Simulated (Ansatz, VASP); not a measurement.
**Two plane-wave programs on V**

```
CELL_PARAMETERS angstrom
2.95885 0.00000 0.00000
0.00000 2.95885 0.00000
0.00000 0.00000 3.13639
ATOMIC_POSITIONS crystal
V 0.00000 0.00000 0.00000
V 0.50000 0.50000 0.50000
```

Change from the starting cell: strain along c alone, the other axes held, atoms relaxed: +6.0 %.

Alike in both runs: task single point; functional PBEsol; k mesh 14 × 14 × 14; occupations gaussian, width 0.1 eV; no spin polarisation.

|  | VASP | Ansatz |
| --- | --- | --- |
| version | VASP 6.6.1 | Ansatz 0.2.0 |
| potentials or method | VASP PAW PBE potentials, release 64 (V_sv), cutoff 520 eV | scalar-relativistic, plane waves, PAW |
| valence electrons in the cell | 26 | 26 |

```tsv
	VASP	Ansatz	Ansatz less VASP
gap on the k mesh at the Fermi level (eV)	none	none	-
pressure (GPa)	-9.9	-10.0	-0.18
traceless stress, the component that is largest in VASP (GPa)	-4.72	-4.73	-0.010
```

VASP's potentials were made for PBE, not for PBEsol. A gap of «none» marks a metal or a gap that the smearing closes. The functional is the same, so the differences come from potentials, cutoffs and numerics.
